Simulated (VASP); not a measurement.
# Cu2Au (Cmcm) in VASP: single point with PBE

Aim: the single point of Cu2Au with PBE.

Program: VASP 6.6.1. These are calculated values, not measurements. Logs are shortened: lines on timing, memory, paths and dates and some standing lists are left out, and cuts for length are marked.

### Step 1. The cell of the first run

Symmetry: Cmcm, No. 63, orthorhombic system. The conventional cell has a = 8.277 Å, b = 4.584 Å, c = 4.449 Å, α = 90.00°, β = 90.00°, γ = 90.00°. Cu (site symmetry m) has 7 Cu at 2.61 to 2.89 Å and 5 Au at 2.66 to 2.76 Å within 3.4 Å. Au (site symmetry m2m) has 10 Cu at 2.66 to 2.76 Å and 4 Au at 2.87 to 3.56 Å within 3.6 Å.

### Step 2. Single point, PBE

The input, INCAR:

```
PREC = Accurate ; ENCUT = 520
EDIFF = 1E-6 ; ISMEAR = 0
SIGMA = 0.1 ; LREAL = False
LASPH = True ; NELM = 60
ALGO = Fast ; ISIF = 2
LWAVE = False ; LCHARG = True
GGA = PE ; LELF = True
LVHAR = True ; NBANDS = 42
```

The input, KPOINTS:

```
regular mesh
0
Gamma
  8 12 12
```

The input, POSCAR:

```
Cu2Au
1.0
    0.0000000000      0.0000000000     -4.4492064159
   -4.1385230326     -2.2921729976      0.0000000000
    0.0000000000      4.5843459953      0.0000000000
Cu Au
4 2
Direct
    0.7500000000      0.6506165682      0.6416734760
    0.7500000000      0.3493834318     -0.0089430922
    0.2500000000      0.3493834318      0.3583265240
    0.2500000000      0.6506165682      1.0089430922
    0.7500000000      1.0000000000      0.3026004022
    0.2500000000      1.0000000000      0.6973995978
```

Potentials or basis: VASP PAW PBE potentials, release 64 (Cu, Au).

On the command line:

```sh
$ cat potpaw_PBE.64/Cu/POTCAR potpaw_PBE.64/Au/POTCAR > POTCAR
$ mpirun -np 1 vasp_std > vasp.out
```

OUTCAR:

```text
PREC = Accurate
   ENCUT = 520
   EDIFF = 1E-6
   ISMEAR = 0
   LREAL = False
   LASPH = True
   NELM = 60
   ISIF = 2
   GGA = PE

 ion  position               nearest neighbor table
   1  0.750  0.651  0.642-   2 2.61   2 2.61   3 2.62   3 2.62   5 2.66   5 2.69   6 2.71   6 2.71
                             5 2.76   4 2.79   4 2.79
   2  0.750  0.349  0.991-   1 2.61   1 2.61   4 2.62   4 2.62   5 2.66   5 2.69   6 2.71   6 2.71
                             5 2.76   3 2.79   3 2.79
   3  0.250  0.349  0.358-   4 2.61   4 2.61   1 2.62   1 2.62   6 2.66   6 2.69   5 2.71   5 2.71
                             6 2.76   2 2.79   2 2.79
   4  0.250  0.651  0.009-   3 2.61   3 2.61   2 2.62   2 2.62   6 2.66   6 2.69   5 2.71   5 2.71
                             6 2.76   1 2.79   1 2.79
   5  0.750  0.000  0.303-   2 2.66   1 2.66   2 2.69   1 2.69   3 2.71   3 2.71   4 2.71   4 2.71
                             1 2.76   2 2.76   6 2.87   6 2.87   6 3.56   6 3.56
   6  0.250  0.000  0.697-   4 2.66   3 2.66   4 2.69   3 2.69   1 2.71   1 2.71   2 2.71   2 2.71
                             3 2.76   4 2.76   5 2.87   5 2.87   5 3.56   5 3.56

  LATTYP: Found a base centered orthorhombic cell.
 ALAT       =     4.5843459953
 B/A-ratio  =     1.8055020441
 C/A-ratio  =     0.9705215140

  Lattice vectors:

 A1 = (  -4.1385230326,   2.2921729977,   0.0000000000)
 A2 = (   4.1385230326,   2.2921729976,   0.0000000000)
 A3 = (   0.0000000000,   0.0000000000,  -4.4492064159)

Analysis of symmetry for initial positions (statically):
=====================================================================
 Subroutine PRICEL returns:
 Original cell was already a primitive cell.

 Routine SETGRP: Setting up the symmetry group for a
 base centered orthorhombic supercell.

 Subroutine GETGRP returns: Found  8 space group operations
 (whereof  4 operations were pure point group operations)
 out of a pool of  8 trial point group operations.

The static configuration has the point symmetry C_2h.
 The point group associated with its full space group is D_2h.

Analysis of symmetry for dynamics (positions and initial velocities):
=====================================================================
 Subroutine PRICEL returns:
 Original cell was already a primitive cell.

 Routine SETGRP: Setting up the symmetry group for a
 base centered orthorhombic supercell.

 Subroutine GETGRP returns: Found  8 space group operations
 (whereof  4 operations were pure point group operations)
 out of a pool of  8 trial point group operations.

The dynamic configuration has the point symmetry C_2h.
 The point group associated with its full space group is D_2h.

 Subroutine INISYM returns: Found  8 space group operations
 (whereof  4 operations are pure point group operations),
 and found     1 'primitive' translations

----------------------------------------------------------------------------------------

                                     Primitive cell

  volume of cell :      84.4122

  direct lattice vectors                    reciprocal lattice vectors
     0.000000000  0.000000000 -4.449206416     0.000000000  0.000000000 -0.224759183
    -4.138523033 -2.292172998  0.000000000    -0.241632097  0.000000000  0.000000000
     0.000000000  4.584345995  0.000000000    -0.120816049  0.218133623  0.000000000

  length of vectors
     4.449206416  4.730901599  4.584345995     0.224759183  0.241632097  0.249356762

  position of ions in fractional coordinates (direct lattice)
     0.750000000  0.650616568  0.641673476
     0.750000000  0.349383432  0.991056908
     0.250000000  0.349383432  0.358326524
     0.250000000  0.650616568  0.008943092
     0.750000000  0.000000000  0.302600402
     0.250000000  0.000000000  0.697399598

  ion indices of the primitive-cell ions
   primitive index   ion index
                 1           1
                 2           2
                 3           3
                 4           4
                 5           5
                 6           6

----------------------------------------------------------------------------------------

 KPOINTS: regular mesh

Automatic generation of k-mesh.
 Grid dimensions read from file:
 generate k-points for:    8   12   12

 Generating k-lattice:

  Cartesian coordinates                     Fractional coordinates (reciprocal lattice)
     0.000000000  0.000000000 -0.028094898     0.125000000  0.000000000  0.000000000
    -0.020136008  0.000000000  0.000000000     0.000000000  0.083333333  0.000000000
    -0.010068004  0.018177802  0.000000000     0.000000000  0.000000000  0.083333333

  Length of vectors
     0.028094898  0.020136008  0.020779730

  Shift w.r.t. Gamma in fractional coordinates (k-lattice)
     0.000000000  0.000000000  0.000000000

 Subroutine IBZKPT returns following result:
 ===========================================

 Found    215 irreducible k-points:

 Following reciprocal coordinates:
            Coordinates               Weight
  0.000000  0.000000  0.000000      1.000000
  0.125000  0.000000  0.000000      2.000000
  0.250000  0.000000  0.000000      2.000000
  0.375000  0.000000  0.000000      2.000000
  0.500000  0.000000  0.000000      1.000000
  0.000000  0.083333  0.000000      2.000000
[... 16 lines left out ...]
  0.250000  0.333333  0.000000      4.000000
  0.375000  0.333333  0.000000      4.000000
 [... further k-points ...]
   k-points           NKPTS =    215   k-points in BZ     NKDIM =    215   number of bands    NBANDS=     42
   number of dos      NEDOS =    301   number of ions     NIONS =      6
   total plane-waves  NPLWV =  46656
   dimension x,y,z NGX =    36 NGY =   36 NGZ =   36
   dimension x,y,z NGXF=    72 NGYF=   72 NGZF=   72
   ions per type =               4   2
   NGX,Y,Z   is equivalent  to a cutoff of  13.45, 12.65, 13.05 a.u.
   NGXF,Y,Z  is equivalent  to a cutoff of  26.90, 25.30, 26.11 a.u.
 SYSTEM =  unknown system
   PREC   = accura    normal or accurate (medium, high low for compatibility)
   ISTART =      0    job   : 0-new  1-cont  2-samecut
   ICHARG =      2    charge: 1-file 2-atom 10-const
   ISPIN  =      1    spin polarized calculation?
   LNONCOLLINEAR =      F non collinear calculations
   LSORBIT =      F    spin-orbit coupling
   LASPH  =      T    aspherical Exc in radial PAW
   ENCUT  =  520.0 eV  38.22 Ry    6.18 a.u.   8.27  8.80  8.52*2*pi/ulx,y,z
   NELM   =     60;   NELMIN=  2; NELMDL= -5     # of ELM steps
   EDIFF  = 0.1E-05   stopping-criterion for ELM
   LREAL  =      F    real-space projection
   EDIFFG = 0.1E-04   stopping-criterion for IOM
   NSW    =      0    number of steps for IOM
   IBRION =     -1    ionic relax: 0-MD 1-quasi-New 2-CG
   NFREE  =      0    steps in history (QN), initial steepest desc. (CG)
   ISIF   =      2    stress and relaxation
   ISYM   =      2    0-nonsym 1-usesym 2-fastsym
   POTIM  = 0.5000    time-step for ionic-motion
   TEBEG  =    0.0;   TEEND  =   0.0 temperature during run
   PSTRESS=    0.0 pullay stress
   NELECT =      66.0000    total number of electrons
   NUPDOWN=      -1.0000    fix difference up-down
   EMIN   =  10.00;   EMAX   =-10.00  energy-range for DOS
   EFERMI =   0.00;   METHOD = LEGACY
   ISMEAR =     0;   SIGMA  =   0.10  broadening in eV -4-tet -1-fermi 0-gaus
   EFERMI_NEDOS =   21; number of points for ismear=-14 and -15
   IALGO  =     68    algorithm
   IMIX   =      4    mixing-type and parameters
     AMIX     =   0.40;   BMIX     =  1.00
     AMIX_MAG =   1.60;   BMIX_MAG =  1.00
  volume/ion in A,a.u.               =      14.07        94.94
  Fermi-wavevector in a.u.,A,eV,Ry     =   1.508184  2.850055 30.948076  2.274619
  Thomas-Fermi vector in A             =   2.618672
   LORBIT       =      0    0 simple, 1 ext, 2 COOP (PROOUT), +10 PAW based schemes
   GGA     = PE    functional components
   LHFCALC =     F    Hartree Fock is set to
   AEXX    =    0.0000 exact exchange contribution
   IVDW    =     0    specifies the selected vdW correction
   LEPSILON=     F    determine dielectric tensor
   LRPA    =     F    only Hartree local field effects (RPA)
 non-spin polarized calculation
 RMM-DIIS sequential band-by-band and
 Gauss-broadening in eV      SIGMA  =   0.10
  energy-cutoff  :      520.00
  volume of cell :       84.41
 maximum number of plane-waves:      2305
 NGX is ok and might be reduce to    36
   NGX = 17   NGY = 17   NGZ = 17

 number of electron      66.0000040 magnetization

 Free energy of the ion-electron system (eV)
  ---------------------------------------------------
  ext. energy  EPLUGINS =         0.00000000
  ---------------------------------------------------
  free energy    TOTEN  =       -21.54795568 eV

  energy without entropy =      -21.53988409  energy(sigma->0) =      -21.54391988

 E-fermi :   7.9440     XC(G=0): -12.4998

 val. band max:        7.9390932043   @ k =   0.2500   0.5000   0.0000
 cond. band min:       7.9500050870   @ k =   0.3750  -0.3333   0.4167
 fundamental gap:      0.0109118827
 Fermi energy:         7.9439920514

 k-point     1 :       0.0000    0.0000    0.0000
  band No.  band energies     occupation
      1      -1.3960      2.00000
      2       1.6117      2.00000
      3       2.2773      2.00000
      4       2.3234      2.00000
      5       2.5998      2.00000
      6       2.6195      2.00000
[... 34 lines left out ...]
     41      17.6177      0.00000
     42      17.9274      0.00000

 k-point     2 :       0.1250    0.0000    0.0000
  band No.  band energies     occupation
      1      -1.2593      2.00000
      2       1.6168      2.00000
      3       2.3365      2.00000
      4       2.3771      2.00000
      5       2.5817      2.00000
      6       2.6513      2.00000
[... 34 lines left out ...]
     41      16.6464      0.00000
     42      16.8505      0.00000

 k-point     3 :       0.2500    0.0000    0.0000
  band No.  band energies     occupation
      1      -0.8581      2.00000
      2       1.5748      2.00000
      3       2.4671      2.00000
      4       2.5048      2.00000
      5       2.5686      2.00000
      6       2.7356      2.00000
[... 34 lines left out ...]
     41      15.2532      0.00000
     42      15.4256      0.00000

 k-point     4 :       0.3750    0.0000    0.0000
  band No.  band energies     occupation
      1      -0.2261      2.00000
      2       1.2512      2.00000
      3       2.5368      2.00000
      4       2.6135      2.00000
      5       2.7430      2.00000
      6       2.8042      2.00000
[... 844 lines left out ...]
     41      15.7047      0.00000
     42      15.7689      0.00000

 k-point    23 :       0.2500    0.3333    0.0000
  band No.  band energies     occupation
      1       0.1448      2.00000
      2       1.8489      2.00000
      3       2.0310      2.00000
      4       2.3005      2.00000
      5       2.6004      2.00000
      6       2.7492      2.00000
[... 34 lines left out ...]
     41      16.1553      0.00000
     42      17.4673      0.00000

 k-point    24 :       0.3750    0.3333    0.0000
  band No.  band energies     occupation
      1       0.7324      2.00000
      2       1.9094      2.00000
      3       2.1517      2.00000
      4       2.2166      2.00000
      5       2.6786      2.00000
      6       2.7262      2.00000
[... 34 lines left out ...]
     41      17.3078      0.00000
     42      17.9618      0.00000

 [... further k-points ...]

------------------------ aborting loop because EDIFF is reached ----------------------------------------

  FORCE on cell =-STRESS in cart. coord.  units (eV):
  Direction    XX          YY          ZZ          XY          YZ          ZX
  --------------------------------------------------------------------------------------
  -------------------------------------------------------------------------------------
  Total        0.0102157      0.0395421      0.0244186     -0.0000000      0.0000000      0.0000000
  in kB        0.1938989      0.7505242      0.4634749     -0.0000000      0.0000000      0.0000000
  external PRESSURE =       0.4692993 kB  Pullay stress =       0.0000000 kB

 VOLUME and BASIS-vectors are now :
 -----------------------------------------------------------------------------
  energy-cutoff  :      520.00
  volume of cell :       84.41
      direct lattice vectors                 reciprocal lattice vectors
     0.000000000  0.000000000 -4.449206416     0.000000000  0.000000000 -0.224759183
    -4.138523033 -2.292172998  0.000000000    -0.241632097  0.000000000  0.000000000
     0.000000000  4.584345995  0.000000000    -0.120816049  0.218133623  0.000000000

 POSITION                                       TOTAL-FORCE (eV/Angst)
 -----------------------------------------------------------------------------------
     -2.69259      1.45033     -3.33690        -0.009572     -0.001523      0.000000
     -1.44593      3.74250     -3.33690         0.009572     -0.001523      0.000000
     -1.44593      0.84185     -1.11230         0.009572      0.001523      0.000000
     -2.69259     -1.45033     -1.11230        -0.009572      0.001523      0.000000
      0.00000      1.38722     -3.33690        -0.000000      0.009767     -0.000000
      0.00000      3.19712     -1.11230        -0.000000     -0.009767     -0.000000
 -----------------------------------------------------------------------------------
    total drift:                                0.000000     -0.000000     -0.000000

  FREE ENERGIE OF THE ION-ELECTRON SYSTEM (eV)
  ---------------------------------------------------
  free  energy   TOTEN  =       -21.5479556783 eV

  energy  without entropy=      -21.5398840907  energy(sigma->0) =      -21.54391988
```

Run time: 25 min. Hardware: 1 thread of Intel Xeon 8259CL, shared host; peak memory 0.67 GiB.

Results:

- Free energy: -21.5480 eV
- Pressure: 0.0 GPa
- Largest force: 0.010 eV/Å
- Band gap on the k mesh: zero (bands 33 and 34 overlap by 5.01 eV)

Forces on the atoms (eV/Å):
```
Cu  -0.010 -0.002  0.000
Cu   0.010 -0.002  0.000
Cu   0.010  0.002  0.000
Cu  -0.010  0.002  0.000
Au   0.000  0.010  0.000
Au   0.000 -0.010  0.000
```

Caveat: spin-orbit coupling is left out, which moves the levels of the heavy elements.
